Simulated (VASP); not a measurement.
# As (Im-3m) in VASP: a series of runs

As is run at these levels: LDA; tasks: single point, relaxation of cell and atoms.

All numbers are computed with VASP 6.6.1; they aren't measurements. Logs are shortened: lines on timing, memory, paths and dates and some standing lists are left out, and cuts for length are marked.

## (1) The cell of the first run

It takes space group Im-3m (No. 229, cubic). Conventional cell: a = 3.281 Å, b = 3.281 Å, c = 3.281 Å, α = 90.00°, β = 90.00°, γ = 90.00°. Within 3.7 Å of As (site symmetry m-3m) lie 14 As at 2.84 to 3.28 Å.

This isn't the form of As at room conditions, which is rhombohedral.

## (2) Single point, LDA

Input file INCAR:

```
ALGO = Normal
EDIFF = 1E-6
ENCUT = 500
GGA = CA
GGA_COMPAT = False
ISIF = 2
ISMEAR = 1
LASPH = True
LCHARG = False
LREAL = False
LWAVE = False
NBANDS = 8
NELM = 120
PREC = Accurate
SIGMA = 0.1
```

Input file KPOINTS:

```
k-points
0
Gamma
  8 8 8
```

Input file POSCAR:

```
As
1.0
   -1.6403256949      1.6403256949      1.6403256949
    1.6403256949     -1.6403256949      1.6403256949
    1.6403256949      1.6403256949     -1.6403256949
As
1
Direct
    0.0000000000      0.0000000000      0.0000000000
```

Potentials or basis: VASP PAW LDA potentials, release 64 (As).

Command:

```bash
$ cat potpaw_LDA.64/As/POTCAR > POTCAR
$ mpirun -np 1 vasp_std > vasp.out
```

OUTCAR:

```text
EDIFF = 1E-6
   ENCUT = 500
   GGA = CA
   ISIF = 2
   ISMEAR = 1
   LASPH = True
   LREAL = False
   NELM = 120
   PREC = Accurate

 ion  position               nearest neighbor table
   1  0.000  0.000  0.000-

  LATTYP: Found a body centered cubic cell.
 ALAT       =     3.2806513898

  Lattice vectors:

 A1 = (  -1.6403256949,   1.6403256949,   1.6403256949)
 A2 = (   1.6403256949,  -1.6403256949,   1.6403256949)
 A3 = (   1.6403256949,   1.6403256949,  -1.6403256949)

Analysis of symmetry for initial positions (statically):
=====================================================================
 Subroutine PRICEL returns:
 Original cell was already a primitive cell.

 Routine SETGRP: Setting up the symmetry group for a
 body centered cubic supercell.

 Subroutine GETGRP returns: Found 48 space group operations
 (whereof 48 operations were pure point group operations)
 out of a pool of 48 trial point group operations.

The static configuration has the point symmetry O_h .

Analysis of symmetry for dynamics (positions and initial velocities):
=====================================================================
 Subroutine PRICEL returns:
 Original cell was already a primitive cell.

 Routine SETGRP: Setting up the symmetry group for a
 body centered cubic supercell.

 Subroutine GETGRP returns: Found 48 space group operations
 (whereof 48 operations were pure point group operations)
 out of a pool of 48 trial point group operations.

The dynamic configuration has the point symmetry O_h .

 Subroutine INISYM returns: Found 48 space group operations
 (whereof 48 operations are pure point group operations),
 and found     1 'primitive' translations

----------------------------------------------------------------------------------------

                                     Primitive cell

  volume of cell :      17.6543

  direct lattice vectors                    reciprocal lattice vectors
    -1.640325695  1.640325695  1.640325695     0.000000000  0.304817514  0.304817514
     1.640325695 -1.640325695  1.640325695     0.304817514  0.000000000  0.304817514
     1.640325695  1.640325695 -1.640325695     0.304817514  0.304817514  0.000000000

  length of vectors
     2.841127445  2.841127445  2.841127445     0.431077062  0.431077062  0.431077062

  position of ions in fractional coordinates (direct lattice)
     0.000000000  0.000000000  0.000000000

  ion indices of the primitive-cell ions
   primitive index   ion index
[... 76 lines left out ...]
   NSW    =      0    number of steps for IOM
   IBRION =     -1    ionic relax: 0-MD 1-quasi-New 2-CG
   NFREE  =      0    steps in history (QN), initial steepest desc. (CG)
   ISIF   =      2    stress and relaxation
   ISYM   =      2    0-nonsym 1-usesym 2-fastsym
   POTIM  = 0.5000    time-step for ionic-motion
   TEBEG  =    0.0;   TEEND  =   0.0 temperature during run
   PSTRESS=    0.0 pullay stress
   NELECT =       5.0000    total number of electrons
   NUPDOWN=      -1.0000    fix difference up-down
   EMIN   =  10.00;   EMAX   =-10.00  energy-range for DOS
   EFERMI =   0.00;   METHOD = LEGACY
   ISMEAR =     1;   SIGMA  =   0.10  broadening in eV -4-tet -1-fermi 0-gaus
   EFERMI_NEDOS =   21; number of points for ismear=-14 and -15
   IALGO  =     38    algorithm
   IMIX   =      4    mixing-type and parameters
     AMIX     =   0.40;   BMIX     =  1.00
     AMIX_MAG =   1.60;   BMIX_MAG =  1.00
  volume/ion in A,a.u.               =      17.65       119.14
  Fermi-wavevector in a.u.,A,eV,Ry     =   1.075098  2.031641 15.726101  1.155836
  Thomas-Fermi vector in A             =   2.210945
   LORBIT       =      0    0 simple, 1 ext, 2 COOP (PROOUT), +10 PAW based schemes
   GGA     = CA    functional components
   LHFCALC =     F    Hartree Fock is set to
   AEXX    =    0.0000 exact exchange contribution
   IVDW    =     0    specifies the selected vdW correction
   LEPSILON=     F    determine dielectric tensor
   LRPA    =     F    only Hartree local field effects (RPA)
 non-spin polarized calculation
 Methfessel and Paxton  Order N= 1 SIGMA  =   0.10
  energy-cutoff  :      500.00
  volume of cell :       17.65
 maximum number of plane-waves:       466
 NGX is ok and might be reduce to    24
   NGX = 11   NGY = 11   NGZ = 11

 number of electron       5.0000000 magnetization

 Free energy of the ion-electron system (eV)
  ---------------------------------------------------
  ext. energy  EPLUGINS =         0.00000000
  ---------------------------------------------------
  free energy    TOTEN  =        -4.98104686 eV

  energy without entropy =       -4.98069336  energy(sigma->0) =       -4.98092903

 E-fermi :   7.2062     XC(G=0): -11.2173

 val. band max:        7.1972295417   @ k =  -0.2500   0.2500   0.1250
 cond. band min:       7.4215614232   @ k =  -0.2500   0.2500   0.2500
 fundamental gap:      0.2243318814
 Fermi energy:         7.2062084396

 k-point     1 :       0.0000    0.0000    0.0000
  band No.  band energies     occupation
      1      -8.3713      2.00000
      2      13.8307      0.00000
      3      13.8307      0.00000
      4      13.8307      0.00000
      5      20.8539      0.00000
      6      20.8539      0.00000
      7      20.8539      0.00000
      8      23.3915      0.00000
[... 243 lines left out ...]
 k-point    24 :      -0.3750    0.3750    0.2500
  band No.  band energies     occupation
      1      -3.2261      2.00000
      2       4.1709      2.00000
      3       7.0163      2.02184
      4       8.1871     -0.00000
      5      13.8923      0.00000
      6      19.4870      0.00000
      7      22.4209      0.00000
      8      23.7473      0.00000

 [... further k-points ...]

------------------------ aborting loop because EDIFF is reached ----------------------------------------

  FORCE on cell =-STRESS in cart. coord.  units (eV):
  Direction    XX          YY          ZZ          XY          YZ          ZX
  --------------------------------------------------------------------------------------
  -------------------------------------------------------------------------------------
  Total        0.0602267      0.0602267      0.0602267      0.0000000     -0.0000000      0.0000000
  in kB        5.4657473      5.4657473      5.4657473      0.0000000     -0.0000000      0.0000000
  external PRESSURE =       5.4657473 kB  Pullay stress =       0.0000000 kB

 VOLUME and BASIS-vectors are now :
 -----------------------------------------------------------------------------
  energy-cutoff  :      500.00
  volume of cell :       17.65
      direct lattice vectors                 reciprocal lattice vectors
    -1.640325695  1.640325695  1.640325695     0.000000000  0.304817514  0.304817514
     1.640325695 -1.640325695  1.640325695     0.304817514  0.000000000  0.304817514
     1.640325695  1.640325695 -1.640325695     0.304817514  0.304817514  0.000000000

 POSITION                                       TOTAL-FORCE (eV/Angst)
 -----------------------------------------------------------------------------------
      0.00000      0.00000      0.00000         0.000000     -0.000000     -0.000000
 -----------------------------------------------------------------------------------
    total drift:                               -0.000000     -0.000000      0.000000

  FREE ENERGIE OF THE ION-ELECTRON SYSTEM (eV)
  ---------------------------------------------------
  free  energy   TOTEN  =        -4.9810468623 eV

  energy  without entropy=       -4.9806933606  energy(sigma->0) =       -4.98092903
```

OSZICAR:

```text
N       E                     dE             d eps       ncg     rms          rms(c)
DAV:   1     0.444425276012E+00    0.44443E+00   -0.20236E+03   480   0.450E+02
DAV:   2    -0.495084117424E+01   -0.53953E+01   -0.51156E+01   680   0.475E+01
DAV:   3    -0.498820721378E+01   -0.37366E-01   -0.37368E-01   512   0.427E+00
DAV:   4    -0.498823134703E+01   -0.24133E-04   -0.24133E-04   744   0.131E-01
DAV:   5    -0.498823134978E+01   -0.27502E-08   -0.22702E-08   520   0.646E-04    0.224E+00
DAV:   6    -0.498344970027E+01    0.47816E-02   -0.21045E-03   552   0.221E-01    0.130E+00
DAV:   7    -0.498105351367E+01    0.23962E-02   -0.37472E-03   496   0.294E-01    0.453E-02
DAV:   8    -0.498104669238E+01    0.68213E-05   -0.30659E-05   616   0.417E-02    0.892E-03
DAV:   9    -0.498104686229E+01   -0.16991E-06   -0.27699E-07   552   0.380E-03
   1 F= -.49810469E+01 E0= -.49809290E+01  d E =-.353502E-03
```

Wall time 2.8 s (1 thread of AMD EPYC 7R13 (Zen 3), shared host); peak memory 0.09 GiB.

Results:

```yaml
Free_energy: -4.9810 eV
Pressure: 0.5 GPa
Band_gap_on_the_k_mesh: zero (an odd number of electrons rules out a gap without spin polarisation)
```

## (3) Relaxation of cell and atoms, LDA

This run uses another cell than the first one, of 21.62 Å³/atom.

Input file INCAR:

```
PREC = Accurate
ENCUT = 500
EDIFF = 1E-7
ISMEAR = 1
SIGMA = 0.1
LREAL = False
LASPH = True
NELM = 120
ALGO = Normal
ISIF = 3
LWAVE = False
LCHARG = False
GGA = CA
IBRION = 2
NSW = 80
EDIFFG = -0.01
GGA_COMPAT = False
NELMIN = 4
```

Input file KPOINTS:

```
regular mesh
0
Gamma
  8 8 8
```

Input file POSCAR:

```
As
1.0
   -1.7550000000      1.7550000000      1.7550000000
    1.7550000000     -1.7550000000      1.7550000000
    1.7550000000      1.7550000000     -1.7550000000
As
1
Direct
    0.0000000000      0.0000000000      0.0000000000
```

Potentials or basis: VASP PAW LDA potentials, release 64 (As).

Command:

```bash
$ cat potpaw_LDA.64/As/POTCAR > POTCAR
$ mpirun -np 1 vasp_std > vasp.out
```

Wall time 6 s (1 thread of AMD EPYC 7R13 (Zen 3), shared host); peak memory 0.1 GiB.

The run converged. Its results:

```
Free energy                           : -4.9813 eV
Relaxed volume                        : 17.76 Å³/atom
Relaxed cell                          : a = 2.847 Å, b = 2.847 Å, c = 2.847 Å, α = 109.47°, β = 109.47°, γ = 109.47°
Space group after relaxing (to 0.1 Å) : Im-3m (No. 229)
Energy gained by relaxing             : 165.6 meV/atom
Ionic steps                           : 4
Pressure after relaxing               : -0.1 GPa
Band gap on the k mesh                : zero (an odd number of electrons rules out a gap without spin polarisation)
```

The path:
```tsv
step	energy change (eV)	largest force (eV/Å)	pressure (GPa)	volume (Å³)
1	0.0000	0.0000	-12.17	21.62
2	-0.1501	0.0000	5.99	16.88
3	-0.1654	0.0000	-0.65	17.86
4	-0.1656	0.0000	-0.07	17.76
```

Final structure:
```yaml
crystal:
  lattice:
    - [-1.64350, 1.64350, 1.64350]
    - [1.64350, -1.64350, 1.64350]
    - [1.64350, 1.64350, -1.64350]
  atoms:
    - { symbol: As, position: [0.00000, 0.00000, 0.00000] }
```

Levels at points of the mesh, in eV from the Fermi level:
```tsv
k point	band 1	band 2	band 3	band 4	band 5	band 6
(0.00, 0.00, 0.00)	-15.51	6.58	6.58	6.58	13.63	13.63
(0.50, 0.00, 0.00)	-10.32	-6.78	2.28	4.81	8.23	8.82
(0.50, 0.50, 0.50)	-6.20	-2.20	-2.20	-2.20	3.75	3.75
```

Caveat: the volume moved by over 15 % at a fixed basis, so the end points are rough.
